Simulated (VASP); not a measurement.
A run of VASP 6.6.1:

The input POSCAR:

```
Ti
1.0
    0.0000000000     -3.2517897414      0.0000000000
   -3.2517897414      0.0000000000      0.0000000000
    0.0000000000      0.0000000000     -3.2517897414
Ti
2
Direct
    0.5000000000      0.5000000000      0.4923119261
    0.0000000000      0.0000000000      0.0076880739
```

The input INCAR.step1:

```
ALGO = Normal
EDIFF = 1E-4
ENCUT = 520
GGA = PE
ISMEAR = 0
LASPH = T
LCHARG = F
LREAL = F
LWAVE = T
NBANDS = 19
NELM = 80
PREC = Accurate
SIGMA = 0.15
```

Contents of INCAR.step2:

```
ALGO = Normal
EDIFF = 1E-6
ENCUT = 520
ISIF = 2
ISMEAR = 0
ISTART = 1
LASPH = T
LCHARG = F
LMIXTAU = T
LREAL = F
LWAVE = F
METAGGA = R2SCAN
NBANDS = 19
NELM = 80
PREC = Accurate
SIGMA = 0.15
```

The input KPOINTS:

```
k-points
0
Gamma
  18 18 18
```

Potentials or basis: VASP PAW PBE potentials, release 64 (Ti_sv).

Launch:

```sh
$ cat potpaw_PBE.64/Ti_sv/POTCAR > POTCAR
$ cp INCAR.step1 INCAR
$ mpirun -np 1 vasp_std > vasp.out
$ cp INCAR.step2 INCAR
$ mpirun -np 1 vasp_std > vasp.out
```

Hardware: 1 thread of Intel Xeon 8259CL, with other jobs on the host.

Problem. Estimate the wall time of this run.

Solution. Run time: 12 min on 1 thread of Intel Xeon 8259CL (shared host), peak memory 0.38 GiB. Counts: k points 550.
